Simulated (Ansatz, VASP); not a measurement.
**BeS in VASP and in Ansatz**

POSCAR

```
BeS
1.0
    0.0000000000      2.4343062304      2.4343062304
    2.4343062304      0.0000000000      2.4343062304
    2.4343062304      2.4343062304      0.0000000000
Be S
1 1
Direct
    0.0000000000      0.0000000000      0.0000000000
    0.2500000000      0.2500000000      0.2500000000
```

File INCAR.step1:

```
SYSTEM = BeS
  PREC = Accurate
  ENCUT = 520
  ISMEAR = 0
  SIGMA = 0.01
  LREAL = .FALSE.
  LASPH = .TRUE.
  NELM = 80
  NBANDS = 11
  GGA = PE
  ALGO = Normal
  EDIFF = 1E-4
  LWAVE = .TRUE.
  LCHARG = .FALSE.
```

INCAR.step2

```
SYSTEM = BeS
  PREC = Accurate
  ENCUT = 520
  EDIFF = 1E-6
  ISMEAR = 0
  SIGMA = 0.01
  LREAL = .FALSE.
  LASPH = .TRUE.
  NELM = 80
  ALGO = Normal
  ISIF = 2
  LWAVE = .FALSE.
  LCHARG = .FALSE.
  METAGGA = R2SCAN
  LMIXTAU = .TRUE.
  NBANDS = 11
  ISTART = 1
```

The input KPOINTS:

```
Automatic mesh
0
G
  6 6 6
  0 0 0
```

Input for Ansatz:

```yaml
crystal:
  lattice:
    - [0.0, 2.4343062304, 2.4343062304]
    - [2.4343062304, 0.0, 2.4343062304]
    - [2.4343062304, 2.4343062304, 0.0]
  atoms:
    - { symbol: Be, position: [0.0, 0.0, 0.0] }
    - { symbol: S, position: [0.25, 0.25, 0.25] }
kpoints:
  mp_grid: { grid: [6, 6, 6] }
hamiltonian:
  xc: r2scan
scf:
  occupations: { method: fixed }
  n_extra_bands: 24
output:
  forces: true
  stress: true
  eigenvalues: true
```

Alike in both runs: task single point; functional r2SCAN; k mesh 6 × 6 × 6; no spin polarisation.

|  | VASP | Ansatz |
| --- | --- | --- |
| version | VASP 6.6.1 | Ansatz 0.2.0 |
| potentials or method | VASP PAW PBE potentials, release 64 (Be, S) | plane waves |
| plane-wave cutoff (eV) | 520 | 500 |
| occupations | gaussian, width 0.01 eV | fixed |
| valence electrons in the cell | 8 | 8 |

|  | VASP | Ansatz | Ansatz less VASP |
| --- | --- | --- | --- |
| gap on the k mesh at the Fermi level (eV) | 3.60 | 3.59 | -0.009 |
| pressure (GPa) | 0.3 | 0.0 | -0.27 |

VASP's potentials were made for PBE, not for r2SCAN.
